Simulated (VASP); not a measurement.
**C: single point with PBE+D3(BJ)**

The system is C, a slab with vacuum.

```
C
1.0
     2.46567    0.00000    0.00000
    -1.23283    2.13533    0.00000
     0.00000    0.00000   17.50007
C
4
Direct
  0.66667 0.33333 0.25714
  0.33333 0.66667 0.25714
  0.16667 0.66667 0.43200
  0.50000 0.33333 0.43200
```

```json
{
  "Program": "VASP 6.6.1",
  "Task": "single point",
  "Functional": "PBE",
  "Dispersion": "D3(BJ)",
  "Potentials or basis": "VASP PAW PBE potentials, release 64 (C)",
  "Cutoff": "520 eV",
  "k mesh": "15 × 15 × 1",
  "Occupations": "gaussian, width 0.1 eV",
  "Spin": "no spin polarisation",
  "Dipole correction": "yes",
  "Further INCAR settings": "ALGO = Normal; EDIFF = 1e-06; NBANDS = 16"
}
```

The largest force is 0.189 eV/Å and the band gap on the k mesh is 0.99 eV, direct. The dispersion energy per atom is -0.127 eV.

Forces in eV/Å, atoms in the order of the input:
```
C    0.035  0.003 -0.185
C    0.035 -0.003 -0.185
C   -0.035 -0.003  0.185
C   -0.035  0.003  0.185
```

Levels at points of the mesh, in eV from the valence-band top:
```tsv
k point	band 6	band 7	band 8	band 9	band 10	band 11
(0.00, 0.00, 0.00)	-2.54	-2.52	-2.51	4.01	4.43	5.35
```

Wall time 46 s on 1 thread of Intel(R) Xeon(R) 6975P-C (Granite Rapids), with other jobs on the host, peak memory 0.23 GiB.
